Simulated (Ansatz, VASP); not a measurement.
Ta4H3: VASP beside Ansatz

```
Ta H
1.0
     3.47357   -0.00043   -0.00017
    -0.00030    4.79908   -0.00099
    -0.00016   -0.00144    4.83211
Ta H
4 3
Direct
  0.24707 0.24510 0.75592
  0.75298 0.24506 0.24405
  0.24708 0.75490 0.24408
  0.75297 0.75494 0.75595
  0.49985 0.49998 0.49997
  0.50024 0.50001 0.00004
  0.99981 0.00000 0.49998
```

Change from the starting cell: cell x1, atoms moved at random (sigma 0.15 Å) and cell strained at random (1.5 %), then relaxed without symmetry.

Alike in both runs: functional PBE; k mesh 6 × 4 × 4; occupations gaussian, width 0.2 eV; no spin polarisation.

Ansatz relaxed the structure, and its values are those at the end. VASP's run is a single point on that final structure, the one shown.

|  | VASP | Ansatz |
| --- | --- | --- |
| version | VASP 6.6.1 | Ansatz 0.2.0 |
| potentials or method | VASP PAW PBE potentials, release 64 (Ta_pv, H), cutoff 520 eV | scalar-relativistic, plane waves, PAW |
| valence electrons in the cell | 47 | 55 |

Ansatz gave:

```
gap on the k mesh at the Fermi level (eV) : none
pressure (GPa)                            : 0.0
rms of the force components (eV/Å)        : 0.002
```

**Question.** What did VASP give for the same quantities?

**Answer.** gap on the k mesh at the Fermi level (eV): none; pressure (GPa): 0.1; rms of the force components (eV/Å): 0.004.

A gap of «none» marks a metal or a gap that the smearing closes. VASP's potentials hold 47 valence electrons a cell and Ansatz's 55, so a difference there can come from the potentials and not from the codes.

Neither program's run includes spin-orbit coupling.
